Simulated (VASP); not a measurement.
Wanted: the native input for a VASP 6.6.1 run.

* Task: relaxation of cell and atoms
* Functional: PBE
* Potentials or basis: VASP PAW PBE potentials, release 64 (Ti_sv, Al)
* Cutoff: 600 eV
* k mesh: 6 × 6 × 2
* Occupations: gaussian, width 0.1 eV
* Spin: no spin polarisation
* Dipole correction: no
* Further INCAR settings: ALGO = Normal; EDIFF = 1e-07; IBRION = 2; EDIFFG = -0.04; NSW = 90; ISIF = 3

The structure of TiAl3 lies in POSCAR:

```
TiAl3
1.0
    2.8469934800      0.0000000000      0.0000000000
    0.0000000000      2.8469934800      0.0000000000
    0.0000000000      0.0000000000      8.1702774300
Ti Al
1 3
Direct
    0.0000000000      0.0000000000      0.5000000000
    0.5000000000      0.5000000000      0.0000000000
    0.5000000000      0.5000000000      0.5000000000
    0.0000000000      0.0000000000      0.0000000000
```

These files were run (other wordings do the same):

INCAR

```
  PREC = Accurate
  ENCUT = 600
  EDIFF = 1E-7
  ISMEAR = 0
  SIGMA = 0.1
  LREAL = False
  LASPH = True
  NELM = 60
  ALGO = Normal
  ISIF = 3
  LWAVE = False
  LCHARG = False
  GGA = PE
  IBRION = 2
  NSW = 90
  EDIFFG = -0.04
```

KPOINTS

```
regular mesh
0
Gamma
  6 6 2
```

Potentials or basis: VASP PAW PBE potentials, release 64 (Ti_sv, Al).

Launch:

```console
$ cat potpaw_PBE.64/Ti_sv/POTCAR potpaw_PBE.64/Al/POTCAR > POTCAR
$ mpirun -np 1 vasp_std > vasp.out
```

Results of the run:

```yaml
Relaxed_volume: 19.65 Å³/atom
Relaxed_cell: a = 3.826 Å, b = 3.826 Å, c = 5.370 Å, α = 90.00°, β = 90.00°, γ = 90.00°
Space_group_after_relaxing_to_0.05_Å: P4/mmm (No. 123)
Energy_gained_by_relaxing: 3833.7 meV/atom
Ionic_steps: 15
Pressure_after_relaxing: 0.1 GPa
```

Caveat: the k points lie up to 0.59 Å⁻¹ apart in the final cell; the volume moved by over 15 % at a fixed basis, so the end points are rough.

Run time: 3.4 min on 1 thread of Intel(R) Xeon(R) Platinum 8488C (Sapphire Rapids), with other jobs on the host, peak memory 0.21 GiB.
